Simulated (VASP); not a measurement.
# Ga in VASP: a series of runs, part 3 of 3

VASP 6.6.1.

## Step 6: Single point, PBEsol (equal xy, yz and zx shear strains of +1 %)

Contents of INCAR:

```
SYSTEM = Ga
PREC = Accurate
ENCUT = 520
EDIFF = 1E-6
ISMEAR = -1
SIGMA = 0.05
LREAL = .FALSE.
LASPH = .TRUE.
NELM = 100
ALGO = Normal
ISIF = 2
LWAVE = .FALSE.
LCHARG = .FALSE.
GGA = PS
NBANDS = 34
```

Contents of KPOINTS:

```
Automatic mesh
0
G
  9 9 8
  0 0 0
```

Contents of POSCAR:

```
Ga
1.0
    2.2362380000     -3.8111232500     -0.0078352500
    2.2744620000      3.8336767500      0.0303887500
    0.0225835000      0.0225835000      4.5167000000
Ga
4
Direct
    0.1525000000      0.8475000000      0.0785000000
    0.6525000000      0.3475000000      0.4215000000
    0.8475000000      0.1525000000      0.9215000000
    0.3475000000      0.6525000000      0.5785000000
```

Potentials or basis: VASP PAW PBE potentials, release 64 (Ga_d).

Started as:

```bash
> cat potpaw_PBE.64/Ga_d/POTCAR > POTCAR
> mpirun -np 1 vasp_std > vasp.out
```

OUTCAR:

```text
SYSTEM = Ga
   PREC = Accurate
   ENCUT = 520
   EDIFF = 1E-6
   ISMEAR = -1
   LREAL = .FALSE.
   LASPH = .TRUE.
   NELM = 100
   ISIF = 2
   GGA = PS

 ion  position               nearest neighbor table
   1  0.153  0.847  0.078-   3 2.43   4 2.69   4 2.72   2 2.72   2 2.75   3 2.78   3 2.82
   2  0.653  0.347  0.422-   4 2.44   3 2.69   3 2.72   1 2.72   1 2.75   4 2.78   4 2.80
   3  0.847  0.153  0.922-   1 2.43   2 2.69   2 2.72   4 2.72   4 2.75   1 2.78   1 2.82
   4  0.347  0.653  0.578-   2 2.44   1 2.69   1 2.72   3 2.72   3 2.75   2 2.78   2 2.80

  LATTYP: Found a triclinic cell.
 ALAT       =     4.4577099826
 B/A-ratio  =     0.9912634067
 C/A-ratio  =     1.0132585865
 COS(alpha) =     0.0035551301
 COS(beta)  =     0.0136679867
 COS(gamma) =     0.4835425605

  Lattice vectors:

 A1 = (   2.2744620000,   3.8336767500,   0.0303887500)
 A2 = (  -2.2362380000,   3.8111232500,   0.0078352500)
 A3 = (   0.0225835000,   0.0225835000,   4.5167000000)

Analysis of symmetry for initial positions (statically):
=====================================================================
 Subroutine PRICEL returns:
 Original cell was already a primitive cell.

 Routine SETGRP: Setting up the symmetry group for a
 triclinic supercell.

 Subroutine GETGRP returns: Found  2 space group operations
 (whereof  2 operations were pure point group operations)
 out of a pool of  2 trial point group operations.

The static configuration has the point symmetry S_2 .

Analysis of symmetry for dynamics (positions and initial velocities):
=====================================================================
 Subroutine PRICEL returns:
 Original cell was already a primitive cell.

 Routine SETGRP: Setting up the symmetry group for a
 triclinic supercell.

 Subroutine GETGRP returns: Found  2 space group operations
 (whereof  2 operations were pure point group operations)
 out of a pool of  2 trial point group operations.

The dynamic configuration has the point symmetry S_2 .

 Subroutine INISYM returns: Found  2 space group operations
 (whereof  2 operations are pure point group operations),
 and found     1 'primitive' translations

----------------------------------------------------------------------------------------

                                     Primitive cell

  volume of cell :      77.8698

  direct lattice vectors                    reciprocal lattice vectors
     2.236238000 -3.811123250 -0.007835250     0.222356929 -0.131917393 -0.000452198
     2.274462000  3.833676750  0.030388750     0.221055293  0.129711362 -0.001753833
     0.022583500  0.022583500  4.516700000    -0.001101550 -0.001101550  0.221411596

  length of vectors
     4.418764783  4.457709983  4.516812916     0.258544013  0.256307542  0.221417076

  position of ions in fractional coordinates (direct lattice)
     0.152500000  0.847500000  0.078500000
     0.652500000  0.347500000  0.421500000
     0.847500000  0.152500000  0.921500000
     0.347500000  0.652500000  0.578500000

  ion indices of the primitive-cell ions
   primitive index   ion index
                 1           1
                 2           2
                 3           3
                 4           4

----------------------------------------------------------------------------------------

 KPOINTS: Automatic mesh

Automatic generation of k-mesh.
 Grid dimensions read from file:
 generate k-points for:    9    9    8

 Generating k-lattice:

  Cartesian coordinates                     Fractional coordinates (reciprocal lattice)
     0.024706325 -0.014657488 -0.000050244     0.111111111 -0.000000000  0.000000000
     0.024561699  0.014412374 -0.000194870     0.000000000  0.111111111  0.000000000
    -0.000137694 -0.000137694  0.027676449     0.000000000 -0.000000000  0.125000000

  Length of vectors
     0.028727113  0.028478616  0.027677134

  Shift w.r.t. Gamma in fractional coordinates (k-lattice)
     0.000000000  0.000000000  0.000000000

 Subroutine IBZKPT returns following result:
 ===========================================

 Found    325 irreducible k-points:

 Following reciprocal coordinates:
            Coordinates               Weight
  0.000000  0.000000  0.000000      1.000000
  0.111111 -0.000000 -0.000000      2.000000
  0.222222 -0.000000 -0.000000      2.000000
  0.333333 -0.000000  0.000000      2.000000
  0.444444 -0.000000 -0.000000      2.000000
 -0.000000  0.111111  0.000000      2.000000
[... 16 lines left out ...]
 -0.111111  0.222222  0.000000      2.000000
  0.000000  0.333333  0.000000      2.000000
 [... further k-points ...]
   k-points           NKPTS =    325   k-points in BZ     NKDIM =    325   number of bands    NBANDS=     34
   number of dos      NEDOS =    301   number of ions     NIONS =      4
   total plane-waves  NPLWV =  46656
   dimension x,y,z NGX =    36 NGY =   36 NGZ =   36
   dimension x,y,z NGXF=    72 NGYF=   72 NGZF=   72
   ions per type =               4
   NGX,Y,Z   is equivalent  to a cutoff of  13.54, 13.43, 13.25 a.u.
   NGXF,Y,Z  is equivalent  to a cutoff of  27.09, 26.85, 26.50 a.u.
 SYSTEM =  Ga
   PREC   = accura    normal or accurate (medium, high low for compatibility)
   ISTART =      0    job   : 0-new  1-cont  2-samecut
   ICHARG =      2    charge: 1-file 2-atom 10-const
   ISPIN  =      1    spin polarized calculation?
   LNONCOLLINEAR =      F non collinear calculations
   LSORBIT =      F    spin-orbit coupling
   LASPH  =      T    aspherical Exc in radial PAW
   ENCUT  =  520.0 eV  38.22 Ry    6.18 a.u.   8.22  8.29  8.40*2*pi/ulx,y,z
   NELM   =    100;   NELMIN=  2; NELMDL= -5     # of ELM steps
   EDIFF  = 0.1E-05   stopping-criterion for ELM
   LREAL  =      F    real-space projection
   EDIFFG = 0.1E-04   stopping-criterion for IOM
   NSW    =      0    number of steps for IOM
   IBRION =     -1    ionic relax: 0-MD 1-quasi-New 2-CG
   NFREE  =      0    steps in history (QN), initial steepest desc. (CG)
   ISIF   =      2    stress and relaxation
   ISYM   =      2    0-nonsym 1-usesym 2-fastsym
   POTIM  = 0.5000    time-step for ionic-motion
   TEBEG  =    0.0;   TEEND  =   0.0 temperature during run
   PSTRESS=    0.0 pullay stress
   NELECT =      52.0000    total number of electrons
   NUPDOWN=      -1.0000    fix difference up-down
   EMIN   =  10.00;   EMAX   =-10.00  energy-range for DOS
   EFERMI =   0.00;   METHOD = LEGACY
   ISMEAR =    -1;   SIGMA  =   0.05  broadening in eV -4-tet -1-fermi 0-gaus
   EFERMI_NEDOS =   21; number of points for ismear=-14 and -15
   IALGO  =     38    algorithm
   IMIX   =      4    mixing-type and parameters
     AMIX     =   0.40;   BMIX     =  1.00
     AMIX_MAG =   1.60;   BMIX_MAG =  1.00
  volume/ion in A,a.u.               =      19.47       131.37
  Fermi-wavevector in a.u.,A,eV,Ry     =   1.430934  2.704074 27.858917  2.047573
  Thomas-Fermi vector in A             =   2.550726
   LORBIT       =      0    0 simple, 1 ext, 2 COOP (PROOUT), +10 PAW based schemes
   GGA     = PS    functional components
   LHFCALC =     F    Hartree Fock is set to
   AEXX    =    0.0000 exact exchange contribution
   IVDW    =     0    specifies the selected vdW correction
   LEPSILON=     F    determine dielectric tensor
   LRPA    =     F    only Hartree local field effects (RPA)
 non-spin polarized calculation
  energy-cutoff  :      520.00
  volume of cell :       77.87
 maximum number of plane-waves:      2114
 NGX is ok and might be reduce to    36
   NGX = 17   NGY = 17   NGZ = 17

 number of electron      52.0000009 magnetization

 Free energy of the ion-electron system (eV)
  ---------------------------------------------------
  ext. energy  EPLUGINS =         0.00000000
  ---------------------------------------------------
  free energy    TOTEN  =       -13.36897801 eV

  energy without entropy =      -13.36069714  energy(sigma->0) =      -13.36483757

 E-fermi :   4.9286     XC(G=0): -10.8388

 val. band max:        4.9204139323   @ k =  -0.3333   0.3333   0.3750
 cond. band min:       4.9309594421   @ k =   0.0000  -0.1111   0.1250
 fundamental gap:      0.0105455097
 Fermi energy:         4.9286328997

 k-point     1 :       0.0000    0.0000    0.0000
  band No.  band energies     occupation
      1     -10.1702      2.00000
      2     -10.1634      2.00000
      3     -10.1614      2.00000
      4     -10.1362      2.00000
      5     -10.0821      2.00000
      6     -10.0505      2.00000
[... 26 lines left out ...]
     33      11.6526      0.00000
     34      12.2196      0.00000
[... 820 lines left out ...]
      4     -10.1234      2.00000
      5     -10.0766      2.00000
      6     -10.0605      2.00000
[... 26 lines left out ...]
     33      10.8062      0.00000
     34      12.0802      0.00000

 [... further k-points ...]
[... 5 lines left out ...]
  --------------------------------------------------------------------------------------
  -------------------------------------------------------------------------------------
  Total       -0.9677722      0.0758954     -1.0292700     -0.1406705     -0.2500579     -0.1489320
  in kB      -19.9120002      1.5615547    -21.1773217     -2.8943082     -5.1449634     -3.0642891
  external PRESSURE =     -13.1759224 kB  Pullay stress =       0.0000000 kB

 VOLUME and BASIS-vectors are now :
 -----------------------------------------------------------------------------
  energy-cutoff  :      520.00
  volume of cell :       77.87
      direct lattice vectors                 reciprocal lattice vectors
     2.236238000 -3.811123250 -0.007835250     0.222356929 -0.131917393 -0.000452198
     2.274462000  3.833676750  0.030388750     0.221055293  0.129711362 -0.001753833
     0.022583500  0.022583500  4.516700000    -0.001101550 -0.001101550  0.221411596

 POSITION                                       TOTAL-FORCE (eV/Angst)
 -----------------------------------------------------------------------------------
      2.27041      2.66962      0.37912         0.014479     -0.444977      0.103934
      2.25904     -1.14504      1.90924        -0.007035     -0.390504     -0.127464
      2.26288     -2.62448      4.16013        -0.014479      0.444977     -0.103934
      2.27424      1.19017      2.63002         0.007035      0.390504      0.127464
 -----------------------------------------------------------------------------------
    total drift:                                0.000000      0.000000     -0.000000

  FREE ENERGIE OF THE ION-ELECTRON SYSTEM (eV)
  ---------------------------------------------------
  free  energy   TOTEN  =       -13.3689780082 eV

  energy  without entropy=      -13.3606971398  energy(sigma->0) =      -13.36483757
```

OSZICAR:

```text
N       E                     dE             d eps       ncg     rms          rms(c)
DAV:   1     0.356281625894E+03    0.35628E+03   -0.25352E+04 22606   0.289E+03
DAV:   2     0.304669419330E+02   -0.32581E+03   -0.31779E+03 22796   0.534E+02
DAV:   3    -0.121852347762E+02   -0.42652E+02   -0.42179E+02 25042   0.151E+02
DAV:   4    -0.135396501032E+02   -0.13544E+01   -0.13454E+01 25730   0.302E+01
DAV:   5    -0.135678956527E+02   -0.28246E-01   -0.28235E-01 28068   0.450E+00    0.272E+00
DAV:   6    -0.134069508752E+02    0.16094E+00   -0.32434E-01 28210   0.781E+00    0.141E+00
DAV:   7    -0.133721206269E+02    0.34830E-01   -0.78253E-02 32364   0.294E+00    0.354E-01
DAV:   8    -0.133688718061E+02    0.32488E-02   -0.16511E-02 23704   0.144E+00    0.479E-02
DAV:   9    -0.133689567239E+02   -0.84918E-04   -0.11778E-03 25270   0.793E-01    0.253E-02
DAV:  10    -0.133689734987E+02   -0.16775E-04   -0.26255E-04 25146   0.454E-01    0.128E-02
DAV:  11    -0.133689778728E+02   -0.43741E-05   -0.98508E-05 32114   0.987E-02    0.538E-03
DAV:  12    -0.133689780082E+02   -0.13541E-06   -0.94720E-06 29024   0.858E-02
   1 F= -.13368978E+02 E0= -.13364838E+02  d E =-.828087E-02
```

It took 21 min on 1 thread of Oxide Virtual Turin-like, shared host; peak memory 0.62 GiB.

Results:

| Property | Result |
| --- | --- |
| Free energy | -13.3690 eV |
| Pressure | -1.3 GPa |
| Largest force | 0.457 eV/Å |
| Band gap on the k mesh | zero (bands 26 and 27 overlap by 1.30 eV) |

Forces in eV/Å, atoms in the order of the input:
```
Ga   0.014 -0.445  0.104
Ga  -0.007 -0.391 -0.127
Ga  -0.014  0.445 -0.104
Ga   0.007  0.391  0.127
```

Stress tensor (GPa, compression positive):
```
-1.99 -0.29 -0.31
-0.29  0.16 -0.51
-0.31 -0.51 -2.12
```

Caveat: the cell differs from its parent crystal (equal xy, yz and zx shear strains of +1 %); the PAW data sets were made with another functional, which shifts forces and pressure a little.

## Step 7: The runs side by side

```csv
cell,gap on the mesh (eV),pressure (GPa),largest force (eV/Å)
"a = 4.305, b = 4.305, c = 4.517 Å, angles 90.0, 90.0, 118.9°, 4 atoms",none,3.0,0.61
"a = 4.394, b = 4.394, c = 4.517 Å, angles 90.0, 90.0, 118.9°, 4 atoms",none,0.0,0.48
"a = 4.527, b = 4.527, c = 4.517 Å, angles 90.0, 90.0, 118.9°, 4 atoms",none,-3.1,0.37
"a = 4.477, b = 4.400, c = 4.517 Å, angles 91.6, 89.6, 118.9°, 4 atoms",none,-1.2,0.48
"a = 4.419, b = 4.458, c = 4.517 Å, angles 89.2, 90.2, 118.9°, 4 atoms",none,-1.3,0.46
```

Alike in all rows: task single point; level PBEsol; potentials or basis VASP PAW PBE potentials, release 64 (Ga_d); no spin polarisation; k mesh 9 × 9 × 8; cutoff (eV) 520; smearing fermi-dirac 0.05 eV.

Caveats: the PAW data sets were made with another functional, which shifts forces and pressure a little; the cell stands under tension (at least some runs).

Absolute energies hang on the potentials; compare differences alone.
